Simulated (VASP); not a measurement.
# MgS (Imm2) in VASP: a series of runs

MgS is run at these levels: PBE; tasks: single point.

Everything below comes from runs of VASP 6.6.1. Logs are shortened: lines on timing, memory, paths and dates and some standing lists are left out, and cuts for length are marked.

### 1 The cell of the first run

Symmetry: Imm2, No. 44, orthorhombic system. The conventional cell has a = 3.679 Å, b = 5.203 Å, c = 3.679 Å, α = 90.00°, β = 90.00°, γ = 90.00°. Mg (site symmetry mm2) has 6 S at 2.58 to 2.63 Å within 3.4 Å. Within 3.4 Å of S (site symmetry mm2) lie 6 Mg at 2.58 to 2.63 Å.

### 2 Single point, PBE (all Mg atoms moved +0.037 Å, as atom 1 along Cartesian [1 1 0])

The input, INCAR:

```
PREC     = Accurate       # precision mode
ENCUT    = 520            # plane-wave cutoff, eV
EDIFF    = 1E-7           # SCF threshold, eV
ISMEAR   = 0              # smearing method
SIGMA    = 0.05           # smearing width, eV
LREAL    = False          # projectors in reciprocal space
LASPH    = True           # aspherical terms in the spheres
NELM     = 100            # most SCF steps
ALGO     = Normal         # electronic algorithm
ISIF     = 2              # what is computed and relaxed
LWAVE    = False          # write WAVECAR
LCHARG   = False          # write CHGCAR
GGA      = PE             # functional
NBANDS   = 11             # bands
```

The input, KPOINTS:

```
regular mesh
0
Gamma
  8 8 8
```

The input, POSCAR:

```
MgS
1.0
    0.0000000000      2.6016500000      2.6016500000
    2.6016500000      0.0000000000      2.6016500000
    2.6016500000      2.6016500000      0.0000000000
Mg S
1 1
Direct
    0.0000000000      0.0000000000      0.0101921874
    0.5000000000      0.5000000000      0.5000000000
```

Potentials or basis: VASP PAW PBE potentials, release 64 (Mg, S).

Launch:

```console
$ cat potpaw_PBE.64/Mg/POTCAR potpaw_PBE.64/S/POTCAR > POTCAR
$ mpirun -np 1 vasp_std > vasp.out
```

OUTCAR:

```text
PREC = Accurate
   ENCUT = 520
   EDIFF = 1E-7
   ISMEAR = 0
   LREAL = False
   LASPH = True
   NELM = 100
   ISIF = 2
   GGA = PE

 ion  position               nearest neighbor table
   1  0.000  0.000  0.010-   2 2.58   2 2.58   2 2.60   2 2.60   2 2.63   2 2.63
   2  0.500  0.500  0.500-   1 2.58   1 2.58   1 2.60   1 2.60   1 2.63   1 2.63

  LATTYP: Found a face centered cubic cell.
 ALAT       =     5.2033000000

  Lattice vectors:

 A1 = (   0.0000000000,   2.6016500000,   2.6016500000)
 A2 = (   2.6016500000,   0.0000000000,   2.6016500000)
 A3 = (   2.6016500000,   2.6016500000,   0.0000000000)

Analysis of symmetry for initial positions (statically):
=====================================================================
 Subroutine PRICEL returns:
 Original cell was already a primitive cell.

 Routine SETGRP: Setting up the symmetry group for a
 face centered cubic supercell.

 Subroutine GETGRP returns: Found  4 space group operations
 (whereof  4 operations were pure point group operations)
 out of a pool of 48 trial point group operations.

The static configuration has the point symmetry C_2v.

Analysis of symmetry for dynamics (positions and initial velocities):
=====================================================================
 Subroutine PRICEL returns:
 Original cell was already a primitive cell.

 Routine SETGRP: Setting up the symmetry group for a
 face centered cubic supercell.

 Subroutine GETGRP returns: Found  4 space group operations
 (whereof  4 operations were pure point group operations)
 out of a pool of 48 trial point group operations.

The dynamic configuration has the point symmetry C_2v.

 Subroutine INISYM returns: Found  4 space group operations
 (whereof  4 operations are pure point group operations),
 and found     1 'primitive' translations

----------------------------------------------------------------------------------------

                                     Primitive cell

  volume of cell :      35.2190

  direct lattice vectors                    reciprocal lattice vectors
     0.000000000  2.601650000  2.601650000    -0.192185728  0.192185728  0.192185728
     2.601650000  0.000000000  2.601650000     0.192185728 -0.192185728  0.192185728
     2.601650000  2.601650000  0.000000000     0.192185728  0.192185728 -0.192185728

  length of vectors
     3.679288715  3.679288715  3.679288715     0.332875446  0.332875446  0.332875446

  position of ions in fractional coordinates (direct lattice)
     0.000000000  0.000000000  0.010192187
     0.500000000  0.500000000  0.500000000

  ion indices of the primitive-cell ions
   primitive index   ion index
                 1           1
                 2           2

----------------------------------------------------------------------------------------

 KPOINTS: regular mesh

Automatic generation of k-mesh.
 Grid dimensions read from file:
 generate k-points for:    8    8    8

 Generating k-lattice:

  Cartesian coordinates                     Fractional coordinates (reciprocal lattice)
    -0.024023216  0.024023216  0.024023216     0.125000000  0.000000000  0.000000000
     0.024023216 -0.024023216  0.024023216     0.000000000  0.125000000  0.000000000
     0.024023216  0.024023216 -0.024023216     0.000000000  0.000000000  0.125000000

  Length of vectors
     0.041609431  0.041609431  0.041609431

  Shift w.r.t. Gamma in fractional coordinates (k-lattice)
     0.000000000  0.000000000  0.000000000

 Subroutine IBZKPT returns following result:
 ===========================================

 Found     95 irreducible k-points:

 Following reciprocal coordinates:
            Coordinates               Weight
  0.000000  0.000000  0.000000      1.000000
  0.125000  0.000000  0.000000      4.000000
  0.000000  0.000000  0.125000      4.000000
  0.250000  0.000000  0.000000      4.000000
  0.000000  0.000000  0.250000      4.000000
  0.375000  0.000000  0.000000      4.000000
[... 16 lines left out ...]
  0.125000  0.125000 -0.375000      4.000000
 -0.375000  0.125000  0.000000      4.000000
 [... further k-points ...]
   k-points           NKPTS =     95   k-points in BZ     NKDIM =     95   number of bands    NBANDS=     11
   number of dos      NEDOS =    301   number of ions     NIONS =      2
   total plane-waves  NPLWV =  21952
   dimension x,y,z NGX =    28 NGY =   28 NGZ =   28
   dimension x,y,z NGXF=    56 NGYF=   56 NGZF=   56
   ions per type =               1   1
   NGX,Y,Z   is equivalent  to a cutoff of  12.65, 12.65, 12.65 a.u.
   NGXF,Y,Z  is equivalent  to a cutoff of  25.30, 25.30, 25.30 a.u.
 SYSTEM =  unknown system
   PREC   = accura    normal or accurate (medium, high low for compatibility)
   ISTART =      0    job   : 0-new  1-cont  2-samecut
   ICHARG =      2    charge: 1-file 2-atom 10-const
   ISPIN  =      1    spin polarized calculation?
   LNONCOLLINEAR =      F non collinear calculations
   LSORBIT =      F    spin-orbit coupling
   LASPH  =      T    aspherical Exc in radial PAW
   ENCUT  =  520.0 eV  38.22 Ry    6.18 a.u.   6.84  6.84  6.84*2*pi/ulx,y,z
   NELM   =    100;   NELMIN=  2; NELMDL= -5     # of ELM steps
   EDIFF  = 0.1E-06   stopping-criterion for ELM
   LREAL  =      F    real-space projection
   EDIFFG = 0.1E-05   stopping-criterion for IOM
   NSW    =      0    number of steps for IOM
   IBRION =     -1    ionic relax: 0-MD 1-quasi-New 2-CG
   NFREE  =      0    steps in history (QN), initial steepest desc. (CG)
   ISIF   =      2    stress and relaxation
   ISYM   =      2    0-nonsym 1-usesym 2-fastsym
   POTIM  = 0.5000    time-step for ionic-motion
   TEBEG  =    0.0;   TEEND  =   0.0 temperature during run
   PSTRESS=    0.0 pullay stress
   NELECT =       8.0000    total number of electrons
   NUPDOWN=      -1.0000    fix difference up-down
   EMIN   =  10.00;   EMAX   =-10.00  energy-range for DOS
   EFERMI =   0.00;   METHOD = LEGACY
   ISMEAR =     0;   SIGMA  =   0.05  broadening in eV -4-tet -1-fermi 0-gaus
   EFERMI_NEDOS =   21; number of points for ismear=-14 and -15
   IALGO  =     38    algorithm
   IMIX   =      4    mixing-type and parameters
     AMIX     =   0.40;   BMIX     =  1.00
     AMIX_MAG =   1.60;   BMIX_MAG =  1.00
  volume/ion in A,a.u.               =      17.61       118.83
  Fermi-wavevector in a.u.,A,eV,Ry     =   0.998878  1.887606 13.575323  0.997758
  Thomas-Fermi vector in A             =   2.131131
   LORBIT       =      0    0 simple, 1 ext, 2 COOP (PROOUT), +10 PAW based schemes
   GGA     = PE    functional components
   LHFCALC =     F    Hartree Fock is set to
   AEXX    =    0.0000 exact exchange contribution
   IVDW    =     0    specifies the selected vdW correction
   LEPSILON=     F    determine dielectric tensor
   LRPA    =     F    only Hartree local field effects (RPA)
 non-spin polarized calculation
 Gauss-broadening in eV      SIGMA  =   0.05
  energy-cutoff  :      520.00
  volume of cell :       35.22
 maximum number of plane-waves:       960
   NGX = 13   NGY = 13   NGZ = 13

 number of electron       8.0000000 magnetization

 Free energy of the ion-electron system (eV)
  ---------------------------------------------------
  ext. energy  EPLUGINS =         0.00000000
  ---------------------------------------------------
  free energy    TOTEN  =        -8.49991352 eV

  energy without entropy =       -8.49991352  energy(sigma->0) =       -8.49991352

 E-fermi :   4.0012     XC(G=0):  -9.6879

 val. band max:        3.7249729253   @ k =   0.0000   0.0000   0.0000
 cond. band min:       6.5007522884   @ k =   0.5000   0.5000   0.0000
 fundamental gap:      2.7757793631
 Fermi energy:         4.0011592982

 k-point     1 :       0.0000    0.0000    0.0000
  band No.  band energies     occupation
      1      -8.9421      2.00000
      2       3.7226      2.00000
      3       3.7250      2.00000
      4       3.7250      2.00000
      5       7.4348      0.00000
      6      11.6790      0.00000
      7      11.6792      0.00000
      8      11.6812      0.00000
      9      14.0768      0.00000
     10      14.0787      0.00000
     11      16.2604      0.00000

 k-point     2 :       0.1250    0.0000    0.0000
  band No.  band energies     occupation
      1      -8.7911      2.00000
      2       2.6764      2.00000
      3       3.6233      2.00000
      4       3.6243      2.00000
      5       8.2360      0.00000
      6      11.3603      0.00000
      7      11.9271      0.00000
      8      11.9295      0.00000
      9      13.4408      0.00000
     10      13.4447      0.00000
     11      16.4197      0.00000

 k-point     3 :       0.0000    0.0000    0.1250
  band No.  band energies     occupation
      1      -8.7911      2.00000
      2       2.6777      2.00000
      3       3.6218      2.00000
      4       3.6242      2.00000
      5       8.2366      0.00000
      6      11.3619      0.00000
      7      11.9266      0.00000
      8      11.9270      0.00000
      9      13.4427      0.00000
     10      13.4429      0.00000
     11      16.4234      0.00000

 k-point     4 :       0.2500    0.0000    0.0000
  band No.  band energies     occupation
      1      -8.3827      2.00000
      2       0.9181      2.00000
      3       3.4033      2.00000
      4       3.4043      2.00000
      5       8.6844      0.00000
      6      11.5458      0.00000
      7      11.5468      0.00000
      8      12.0277      0.00000
      9      14.0154      0.00000
     10      14.0206      0.00000
     11      15.6134      0.00000

 k-point     5 :       0.0000    0.0000    0.2500
  band No.  band energies     occupation
      1      -8.3827      2.00000
      2       0.9191      2.00000
      3       3.4018      2.00000
      4       3.4042      2.00000
      5       8.6856      0.00000
      6      11.5447      0.00000
      7      11.5464      0.00000
      8      12.0265      0.00000
      9      14.0172      0.00000
     10      14.0185      0.00000
     11      15.6172      0.00000
[... 211 lines left out ...]
 k-point    21 :       0.0000    0.5000    0.1250
  band No.  band energies     occupation
      1      -7.5924      2.00000
      2      -0.8644      2.00000
      3       2.4972      2.00000
      4       2.9361      2.00000
      5       8.8927      0.00000
      6      10.0403      0.00000
      7      11.2082      0.00000
      8      13.7695      0.00000
      9      15.7033      0.00000
     10      17.5940      0.00000
     11      18.1196      0.00000

 k-point    22 :       0.1250    0.0000    0.5000
  band No.  band energies     occupation
      1      -7.5926      2.00000
      2      -0.8634      2.00000
      3       2.4957      2.00000
      4       2.9362      2.00000
      5       8.8933      0.00000
      6      10.0405      0.00000
      7      11.2071      0.00000
      8      13.7693      0.00000
      9      15.7011      0.00000
     10      17.5955      0.00000
     11      18.1171      0.00000

 k-point    23 :       0.1250    0.1250   -0.3750
  band No.  band energies     occupation
      1      -7.5926      2.00000
      2      -0.8634      2.00000
      3       2.4973      2.00000
      4       2.9345      2.00000
      5       8.8940      0.00000
      6      10.0399      0.00000
      7      11.2071      0.00000
      8      13.7671      0.00000
      9      15.7063      0.00000
     10      17.5943      0.00000
     11      18.1195      0.00000

 k-point    24 :      -0.3750    0.1250    0.0000
  band No.  band energies     occupation
      1      -7.6746      2.00000
      2      -0.6788      2.00000
      3       2.3721      2.00000
      4       3.1164      2.00000
      5       9.0704      0.00000
      6      10.2073      0.00000
      7      11.0551      0.00000
      8      13.5800      0.00000
      9      15.7203      0.00000
     10      16.1906      0.00000
     11      18.4787      0.00000

 [... further k-points ...]

------------------------ aborting loop because EDIFF is reached ----------------------------------------

  FORCE on cell =-STRESS in cart. coord.  units (eV):
  Direction    XX          YY          ZZ          XY          YZ          ZX
  --------------------------------------------------------------------------------------
  -------------------------------------------------------------------------------------
  Total        0.2059934      0.2059934      0.1867837     -0.0022673      0.0000000      0.0000000
  in kB        9.3710288      9.3710288      8.4971417     -0.1031439      0.0000000      0.0000000
  external PRESSURE =       9.0797331 kB  Pullay stress =       0.0000000 kB

 VOLUME and BASIS-vectors are now :
 -----------------------------------------------------------------------------
  energy-cutoff  :      520.00
  volume of cell :       35.22
      direct lattice vectors                 reciprocal lattice vectors
     0.000000000  2.601650000  2.601650000    -0.192185728  0.192185728  0.192185728
     2.601650000  0.000000000  2.601650000     0.192185728 -0.192185728  0.192185728
     2.601650000  2.601650000  0.000000000     0.192185728  0.192185728 -0.192185728

 POSITION                                       TOTAL-FORCE (eV/Angst)
 -----------------------------------------------------------------------------------
      0.02652      0.02652      0.00000        -0.074222     -0.074222      0.000000
      2.60165      2.60165      2.60165         0.074222      0.074222     -0.000000
 -----------------------------------------------------------------------------------
    total drift:                               -0.000021     -0.000021     -0.000000

  FREE ENERGIE OF THE ION-ELECTRON SYSTEM (eV)
  ---------------------------------------------------
  free  energy   TOTEN  =        -8.4999135159 eV

  energy  without entropy=       -8.4999135159  energy(sigma->0) =       -8.49991352
```

Wall time 62 s (1 thread of Intel Xeon 8259CL, shared host); peak memory 0.18 GiB.

Results:

* Free energy: -8.4999 eV
* Pressure: 0.9 GPa
* Largest force: 0.105 eV/Å
* Band gap on the k mesh: 2.78 eV, indirect (least direct gap 3.71 eV)

Forces on the atoms (eV/Å):
```
Mg  -0.074 -0.074  0.000
S    0.074  0.074  0.000
```

Levels at points of the mesh, in eV from the valence-band top:
| k point | band 2 | band 3 | band 4 | band 5 | band 6 | band 7 |
| --- | --- | --- | --- | --- | --- | --- |
| (0.00, 0.00, 0.00) | 0.00 | 0.00 | 0.00 | 3.71 | 7.95 | 7.95 |
| (0.50, 0.00, 0.00) | -4.83 | -0.59 | -0.59 | 4.55 | 6.91 | 6.91 |
| (0.00, 0.00, 0.50) | -4.83 | -0.59 | -0.59 | 4.55 | 6.91 | 6.91 |
| (0.50, 0.50, 0.00) | -4.19 | -1.68 | -1.68 | 2.78 | 4.39 | 12.00 |
| (0.00, 0.50, 0.50) | -4.19 | -1.68 | -1.68 | 2.78 | 4.40 | 12.00 |

Caveat: the cell differs from its parent crystal (all Mg atoms moved +0.037 Å, as atom 1 along Cartesian [1 1 0]).

### 3 Single point, PBE (all Mg atoms moved +0.013 Å, as atom 1 along Cartesian [1 1 0])

The input, INCAR:

```
SYSTEM = MgS
PREC     = Accurate       ! precision mode
ENCUT    = 520            ! plane-wave cutoff, eV
EDIFF    = 1E-6           ! SCF threshold, eV
ISMEAR   = 0              ! smearing method
SIGMA    = 0.05           ! smearing width, eV
LREAL    = .False.        ! projectors in reciprocal space
LASPH    = .True.         ! aspherical terms in the spheres
NELM     = 60             ! most SCF steps
ALGO     = Normal         ! electronic algorithm
ISIF     = 2              ! what is computed and relaxed
LWAVE    = .False.        ! write WAVECAR
LCHARG   = .False.        ! write CHGCAR
GGA      = PE             ! functional
NBANDS   = 11             ! bands
```

The input, KPOINTS:

```
regular mesh
0
Gamma
  8 8 8
  0 0 0
```

POSCAR, as its differences from that of step 2:

```diff
@@ -8,3 +8,3 @@
 Direct
-    0.0000000000      0.0000000000      0.0101921874
+    0.0000000000      0.0000000000      0.0033973958
     0.5000000000      0.5000000000      0.5000000000
```

Potentials or basis: VASP PAW PBE potentials, release 64 (Mg, S).

Launch:

```console
$ cat potpaw_PBE.64/Mg/POTCAR potpaw_PBE.64/S/POTCAR > POTCAR
$ mpirun -np 1 vasp_std > vasp.out
```

Run time: 52 s. Hardware: 1 thread of Intel Xeon 8259CL, shared host; peak memory 0.18 GiB.

It converged, with:

- Free energy: -8.5017 eV
- Pressure: 0.9 GPa
- Largest force: 0.035 eV/Å
- Band gap on the k mesh: 2.78 eV, indirect (least direct gap 3.71 eV)

Forces on the atoms (eV/Å):
```
Mg  -0.025 -0.025  0.000
S    0.025  0.025  0.000
```

Levels at points of the mesh, in eV from the valence-band top:
```
           k point  band 1  band 2  band 3  band 4  band 5  band 6  band 7  band 8
(0.00, 0.00, 0.00)  -12.67    0.00    0.00    0.00    3.71    7.95    7.95    7.95
(0.50, 0.00, 0.00)  -11.36   -4.83   -0.59   -0.59    4.55    6.91    6.91   10.11
(0.00, 0.00, 0.50)  -11.36   -4.83   -0.59   -0.59    4.55    6.91    6.91   10.11
(0.50, 0.50, 0.00)  -10.99   -4.19   -1.68   -1.68    2.78    4.40   12.00   12.82
(0.00, 0.50, 0.50)  -10.99   -4.19   -1.68   -1.68    2.78    4.40   12.00   12.82
```

Caveat: the cell differs from its parent crystal (all Mg atoms moved +0.013 Å, as atom 1 along Cartesian [1 1 0]). A k mesh can miss the band edges.
